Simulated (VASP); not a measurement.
# MgO (P6_3/mmc) in VASP: further runs

The runs below take MgO through single point, with r2SCAN.

All numbers are computed with VASP 6.6.1; they aren't measurements. Logs are shortened: lines on timing, memory, paths and dates and some standing lists are left out, and cuts for length are marked.

## (1) The cell of the first run

It takes space group P6_3/mmc (No. 194, hexagonal). The conventional cell has a = 3.382 Å, b = 3.382 Å, c = 4.440 Å, α = 90.00°, β = 90.00°, γ = 120.00°. Within 2.6 Å of Mg (site symmetry -6m2) lie 5 O at 1.95 to 2.22 Å. Within 2.6 Å of O (site symmetry -6m2) lie 5 Mg at 1.95 to 2.22 Å.

## (2) Single point, r2SCAN

File POSCAR:

```
MgO
1.0
    3.3817866600      0.0000000000      0.0000000000
   -1.6908933300      2.9287132400      0.0000000000
    0.0000000000      0.0000000000      4.4404729514
Mg O
2 2
Direct
    0.6666666667      0.3333333333      0.7500000000
    0.3333333333      0.6666666667      0.2500000000
    0.6666666667      0.3333333333      0.2500000000
    0.3333333333      0.6666666667      0.7500000000
```

File INCAR.step1:

```
SYSTEM = MgO
PREC = Accurate ; ENCUT = 520
ISMEAR = -1 ; SIGMA = 0.02
LREAL = .FALSE. ; LASPH = .TRUE.
NELM = 80 ; NBANDS = 16
GGA = PE ; ALGO = Normal
EDIFF = 1E-4 ; LWAVE = .TRUE.
LCHARG = .FALSE.
```

File INCAR.step2:

```
SYSTEM = MgO
PREC = Accurate ; ENCUT = 520
EDIFF = 1E-6 ; ISMEAR = -1
SIGMA = 0.02 ; LREAL = .FALSE.
LASPH = .TRUE. ; NELM = 80
ALGO = Normal ; ISIF = 2
LWAVE = .FALSE. ; LCHARG = .TRUE.
METAGGA = R2SCAN ; LMIXTAU = .TRUE.
LELF = .TRUE. ; LVHAR = .TRUE.
NBANDS = 16 ; ISTART = 1
```

File KPOINTS:

```
regular mesh
0
G
  6 6 6
  0 0 0
```

Potentials or basis: VASP PAW PBE potentials, release 64 (Mg, O).

Launch:

```sh
$ cat potpaw_PBE.64/Mg/POTCAR potpaw_PBE.64/O/POTCAR > POTCAR
$ cp INCAR.step1 INCAR
$ mpirun -np 1 vasp_std > vasp.out
$ cp INCAR.step2 INCAR
$ mpirun -np 1 vasp_std > vasp.out
```

OUTCAR:

```text
SYSTEM = MgO
   PREC = Accurate
   ENCUT = 520
   EDIFF = 1E-6
   ISMEAR = -1
   LREAL = .FALSE.
   LASPH = .TRUE.
   NELM = 80
   ISIF = 2
   METAGGA = R2SCAN
   ISTART = 1

 ion  position               nearest neighbor table
   1  0.667  0.333  0.750-   4 1.95   4 1.95   4 1.95   3 2.22   3 2.22   2 2.96   2 2.96   2 2.96
                             2 2.96   2 2.96   2 2.96
   2  0.333  0.667  0.250-   3 1.95   3 1.95   3 1.95   4 2.22   4 2.22   1 2.96   1 2.96   1 2.96
                             1 2.96   1 2.96   1 2.96
   3  0.667  0.333  0.250-   2 1.95   2 1.95   2 1.95   1 2.22   1 2.22
   4  0.333  0.667  0.750-   1 1.95   1 1.95   1 1.95   2 2.22   2 2.22

  LATTYP: Found a hexagonal cell.
 ALAT       =     3.3817866600
 C/A-ratio  =     1.3130553160

  Lattice vectors:

 A1 = (   3.3817866600,   0.0000000000,   0.0000000000)
 A2 = (  -1.6908933300,   2.9287132400,   0.0000000000)
 A3 = (   0.0000000000,   0.0000000000,   4.4404729514)

Analysis of symmetry for initial positions (statically):
=====================================================================
 Subroutine PRICEL returns:
 Original cell was already a primitive cell.

 Routine SETGRP: Setting up the symmetry group for a
 hexagonal supercell.

 Subroutine GETGRP returns: Found 24 space group operations
 (whereof 12 operations were pure point group operations)
 out of a pool of 24 trial point group operations.

The static configuration has the point symmetry D_3d.
 The point group associated with its full space group is D_6h.

Analysis of symmetry for dynamics (positions and initial velocities):
=====================================================================
 Subroutine PRICEL returns:
 Original cell was already a primitive cell.

 Routine SETGRP: Setting up the symmetry group for a
 hexagonal supercell.

 Subroutine GETGRP returns: Found 24 space group operations
 (whereof 12 operations were pure point group operations)
 out of a pool of 24 trial point group operations.

The dynamic configuration has the point symmetry D_3d.
 The point group associated with its full space group is D_6h.

 Subroutine INISYM returns: Found 24 space group operations
 (whereof 12 operations are pure point group operations),
 and found     1 'primitive' translations

----------------------------------------------------------------------------------------

                                     Primitive cell

  volume of cell :      43.9797

  direct lattice vectors                    reciprocal lattice vectors
     3.381786660  0.000000000  0.000000000     0.295701681  0.170723440  0.000000000
    -1.690893330  2.928713240  0.000000000     0.000000000  0.341446881  0.000000000
     0.000000000  0.000000000  4.440472951     0.000000000  0.000000000  0.225201237

  length of vectors
     3.381786660  3.381786731  4.440472951     0.341446888  0.341446881  0.225201237

  position of ions in fractional coordinates (direct lattice)
     0.666666667  0.333333333  0.750000000
     0.333333333  0.666666667  0.250000000
     0.666666667  0.333333333  0.250000000
     0.333333333  0.666666667  0.750000000

  ion indices of the primitive-cell ions
   primitive index   ion index
                 1           1
                 2           2
                 3           3
                 4           4

----------------------------------------------------------------------------------------

 KPOINTS: regular mesh

Automatic generation of k-mesh.
 Grid dimensions read from file:
 generate k-points for:    6    6    6

 Generating k-lattice:

  Cartesian coordinates                     Fractional coordinates (reciprocal lattice)
     0.049283613  0.028453907  0.000000000     0.166666667  0.000000000  0.000000000
     0.000000000  0.056907813  0.000000000     0.000000000  0.166666667  0.000000000
     0.000000000  0.000000000  0.037533539     0.000000000  0.000000000  0.166666667

  Length of vectors
     0.056907815  0.056907813  0.037533539

  Shift w.r.t. Gamma in fractional coordinates (k-lattice)
     0.000000000  0.000000000  0.000000000

 Subroutine IBZKPT returns following result:
 ===========================================

 Found     28 irreducible k-points:

 Following reciprocal coordinates:
            Coordinates               Weight
  0.000000  0.000000  0.000000      1.000000
  0.166667 -0.000000  0.000000      6.000000
  0.333333  0.000000  0.000000      6.000000
  0.500000  0.000000  0.000000      3.000000
  0.166667  0.166667  0.000000      6.000000
  0.333333  0.166667  0.000000     12.000000
[... 16 lines left out ...]
  0.166667 -0.000000  0.500000      6.000000
  0.333333  0.000000  0.500000      6.000000
 [... further k-points ...]
   k-points           NKPTS =     28   k-points in BZ     NKDIM =     28   number of bands    NBANDS=     16
   number of dos      NEDOS =    301   number of ions     NIONS =      4
   total plane-waves  NPLWV =  28224
   dimension x,y,z NGX =    28 NGY =   28 NGZ =   36
   dimension x,y,z NGXF=    56 NGYF=   56 NGZF=   72
   ions per type =               2   2
   NGX,Y,Z   is equivalent  to a cutoff of  13.76, 13.76, 13.48 a.u.
   NGXF,Y,Z  is equivalent  to a cutoff of  27.53, 27.53, 26.96 a.u.
 SYSTEM =  MgO
   PREC   = accura    normal or accurate (medium, high low for compatibility)
   ISTART =      1    job   : 0-new  1-cont  2-samecut
   ICHARG =      0    charge: 1-file 2-atom 10-const
   ISPIN  =      1    spin polarized calculation?
   LNONCOLLINEAR =      F non collinear calculations
   LSORBIT =      F    spin-orbit coupling
   LASPH  =      T    aspherical Exc in radial PAW
   ENCUT  =  520.0 eV  38.22 Ry    6.18 a.u.   6.29  6.29  8.26*2*pi/ulx,y,z
   NELM   =     80;   NELMIN=  2; NELMDL=  0     # of ELM steps
   EDIFF  = 0.1E-05   stopping-criterion for ELM
   LREAL  =      F    real-space projection
   EDIFFG = 0.1E-04   stopping-criterion for IOM
   NSW    =      0    number of steps for IOM
   IBRION =     -1    ionic relax: 0-MD 1-quasi-New 2-CG
   NFREE  =      0    steps in history (QN), initial steepest desc. (CG)
   ISIF   =      2    stress and relaxation
   ISYM   =      2    0-nonsym 1-usesym 2-fastsym
   POTIM  = 0.5000    time-step for ionic-motion
   TEBEG  =    0.0;   TEEND  =   0.0 temperature during run
   PSTRESS=    0.0 pullay stress
   NELECT =      16.0000    total number of electrons
   NUPDOWN=      -1.0000    fix difference up-down
   EMIN   =  10.00;   EMAX   =-10.00  energy-range for DOS
   EFERMI =   0.00;   METHOD = LEGACY
   ISMEAR =    -1;   SIGMA  =   0.02  broadening in eV -4-tet -1-fermi 0-gaus
   EFERMI_NEDOS =   21; number of points for ismear=-14 and -15
   IALGO  =     38    algorithm
   IMIX   =      4    mixing-type and parameters
     AMIX     =   0.40;   BMIX     =  1.00
     AMIX_MAG =   1.60;   BMIX_MAG =  1.00
  volume/ion in A,a.u.               =      10.99        74.20
  Fermi-wavevector in a.u.,A,eV,Ry     =   1.168685  2.208494 18.583166  1.365824
  Thomas-Fermi vector in A             =   2.305168
   LORBIT       =      0    0 simple, 1 ext, 2 COOP (PROOUT), +10 PAW based schemes
   METAGGA = R2SCAN    functional components
   LHFCALC =     F    Hartree Fock is set to
   AEXX    =    0.0000 exact exchange contribution
   IVDW    =     0    specifies the selected vdW correction
   LEPSILON=     F    determine dielectric tensor
   LRPA    =     F    only Hartree local field effects (RPA)
 non-spin polarized calculation
  energy-cutoff  :      520.00
  volume of cell :       43.98
 maximum number of plane-waves:      1205
 NGX is ok and might be reduce to    28

 number of electron      15.9999997 magnetization

 Free energy of the ion-electron system (eV)
  ---------------------------------------------------
  ext. energy  EPLUGINS =         0.00000000
  ---------------------------------------------------
  free energy    TOTEN  =       -31.94297173 eV

  energy without entropy =      -31.94297173  energy(sigma->0) =      -31.94297173

 E-fermi :   2.1379     XC(G=0): -10.5730

 val. band max:        1.7081511164   @ k =   0.0000   0.0000   0.0000
 cond. band min:       5.7150448320   @ k =   0.0000   0.0000   0.0000
 fundamental gap:      4.0068937155
 Fermi energy:         2.1378699478

 k-point     1 :       0.0000    0.0000    0.0000
  band No.  band energies     occupation
      1     -16.2680      2.00000
      2     -15.0652      2.00000
      3      -2.2140      2.00000
      4      -0.0239      2.00000
      5      -0.0239      2.00000
      6       0.6755      2.00000
[... 8 lines left out ...]
     15      18.6999      0.00000
     16      18.6999      0.00000

 k-point     2 :       0.1667   -0.0000    0.0000
  band No.  band energies     occupation
      1     -16.1296      2.00000
      2     -15.0623      2.00000
      3      -1.9713      2.00000
      4      -0.5370      2.00000
      5      -0.2031      2.00000
      6       0.1320      2.00000
[... 8 lines left out ...]
     15      17.3957      0.00000
     16      17.4076      0.00000

 k-point     3 :       0.3333    0.0000    0.0000
  band No.  band energies     occupation
      1     -15.8006      2.00000
      2     -15.1014      2.00000
      3      -1.5821      2.00000
      4      -1.3269      2.00000
      5      -0.4753      2.00000
      6      -0.4390      2.00000
[... 8 lines left out ...]
     15      16.7289      0.00000
     16      17.3921      0.00000
[... 362 lines left out ...]
 k-point    23 :       0.1667   -0.0000    0.5000
  band No.  band energies     occupation
      1     -15.6016      2.00000
      2     -15.6016      2.00000
      3      -1.2233      2.00000
      4      -1.2233      2.00000
      5       0.2505      2.00000
      6       0.2505      2.00000
[... 8 lines left out ...]
     15      17.1140      0.00000
     16      17.1140      0.00000

 k-point    24 :       0.3333    0.0000    0.5000
  band No.  band energies     occupation
      1     -15.4326      2.00000
      2     -15.4326      2.00000
      3      -1.9270      2.00000
      4      -1.9270      2.00000
      5       0.1292      2.00000
      6       0.1292      2.00000
[... 8 lines left out ...]
     15      16.9234      0.00000
     16      16.9234      0.00000

 [... further k-points ...]

------------------------ aborting loop because EDIFF is reached ----------------------------------------

  FORCE on cell =-STRESS in cart. coord.  units (eV):
  Direction    XX          YY          ZZ          XY          YZ          ZX
  --------------------------------------------------------------------------------------
  -------------------------------------------------------------------------------------
  Total        1.6235447      1.6235447     -2.4067349      0.0000000     -0.0000000      0.0000000
  in kB       59.1456127     59.1456160    -87.6771745      0.0000000     -0.0000000      0.0000000
  external PRESSURE =      10.2046847 kB  Pullay stress =       0.0000000 kB

 VOLUME and BASIS-vectors are now :
 -----------------------------------------------------------------------------
  energy-cutoff  :      520.00
  volume of cell :       43.98
      direct lattice vectors                 reciprocal lattice vectors
     3.381786660  0.000000000  0.000000000     0.295701681  0.170723440  0.000000000
    -1.690893330  2.928713240  0.000000000     0.000000000  0.341446881  0.000000000
     0.000000000  0.000000000  4.440472951     0.000000000  0.000000000  0.225201237

 POSITION                                       TOTAL-FORCE (eV/Angst)
 -----------------------------------------------------------------------------------
      1.69089      0.97624      3.33035        -0.000000      0.000000      0.000000
     -0.00000      1.95248      1.11012         0.000000     -0.000000      0.000000
      1.69089      0.97624      1.11012         0.000000      0.000000     -0.000000
     -0.00000      1.95248      3.33035         0.000000      0.000000     -0.000000
 -----------------------------------------------------------------------------------
    total drift:                               -0.000000      0.000000     -0.000000

  FREE ENERGIE OF THE ION-ELECTRON SYSTEM (eV)
  ---------------------------------------------------
  free  energy   TOTEN  =       -31.9429717262 eV

  energy  without entropy=      -31.9429717262  energy(sigma->0) =      -31.94297173
```

Wall time 76 s (1 thread of Intel Xeon 6975P-C, shared host); peak memory 0.18 GiB.

What came out:

- Free energy: -31.9430 eV
- Pressure: 1.0 GPa
- Band gap on the k mesh: 4.01 eV, direct

Stress tensor (GPa, compression positive):
```
 5.91  0.00  0.00
 0.00  5.91  0.00
 0.00  0.00 -8.77
```

Caveat: the PAW data sets were made with another functional, which shifts forces and pressure a little. r2SCAN opens gaps a little over a GGA but as a rule still falls short of measured ones.

## (3) Single point, r2SCAN

This run uses another cell than the first one, of the same volume but with other edges.

File POSCAR:

```
MgO
1.0
    3.4340823300      0.0000000000      0.0000000000
   -1.7170411650      2.9740026200      0.0000000000
    0.0000000000      0.0000000000      4.3062598882
Mg O
2 2
Direct
    0.6666666667      0.3333333333      0.7500000000
    0.3333333333      0.6666666667      0.2500000000
    0.6666666667      0.3333333333      0.2500000000
    0.3333333333      0.6666666667      0.7500000000
```

File INCAR.step1:

```
PREC = Accurate
ENCUT = 520
ISMEAR = -1
SIGMA = 0.02
LREAL = False
LASPH = True
NELM = 80
NBANDS = 16
GGA = PE
ALGO = Normal
EDIFF = 1E-4
LWAVE = True
LCHARG = False
```

File INCAR.step2:

```
PREC = Accurate
ENCUT = 520
EDIFF = 1E-7
ISMEAR = -1
SIGMA = 0.02
LREAL = False
LASPH = True
NELM = 80
ALGO = Normal
ISIF = 2
LWAVE = False
LCHARG = True
METAGGA = R2SCAN
LMIXTAU = True
LELF = True
LVHAR = True
NBANDS = 16
ISTART = 1
```

File KPOINTS:

```
Automatic mesh
0
Gamma
  6 6 6
```

Potentials or basis: VASP PAW PBE potentials, release 64 (Mg, O).

Launch:

```sh
$ cat potpaw_PBE.64/Mg/POTCAR potpaw_PBE.64/O/POTCAR > POTCAR
$ cp INCAR.step1 INCAR
$ mpirun -np 1 vasp_std > vasp.out
$ cp INCAR.step2 INCAR
$ mpirun -np 1 vasp_std > vasp.out
```

Wall time 84 s (1 thread of Intel Xeon 6975P-C, shared host); peak memory 0.18 GiB.

Results (log left out):

```yaml
Free_energy: -32.0378 eV
Pressure: -0.4 GPa
Band_gap_on_the_k_mesh: 4.04 eV, direct
```

Stress tensor (GPa, compression positive):
```
 2.15  0.00  0.00
 0.00  2.15  0.00
 0.00  0.00 -5.58
```

Levels at points of the mesh, in eV from the valence-band top:
| k point | band 5 | band 6 | band 7 | band 8 | band 9 | band 10 | band 11 | band 12 |
| --- | --- | --- | --- | --- | --- | --- | --- | --- |
| (0.00, 0.00, 0.00) | -1.76 | -0.94 | -0.94 | 0.00 | 4.04 | 10.20 | 12.74 | 13.73 |
| (0.50, 0.00, 0.00) | -2.35 | -2.17 | -1.33 | -0.70 | 7.73 | 9.87 | 10.27 | 13.20 |
| (0.00, 0.00, 0.50) | -1.37 | -1.37 | -1.37 | -1.37 | 7.07 | 7.07 | 14.11 | 14.11 |
| (0.50, 0.00, 0.50) | -1.61 | -1.61 | -0.93 | -0.93 | 7.97 | 7.97 | 12.89 | 12.89 |

Caveat: the PAW data sets were made with another functional, which shifts forces and pressure a little.

[end of part 1 of 2]
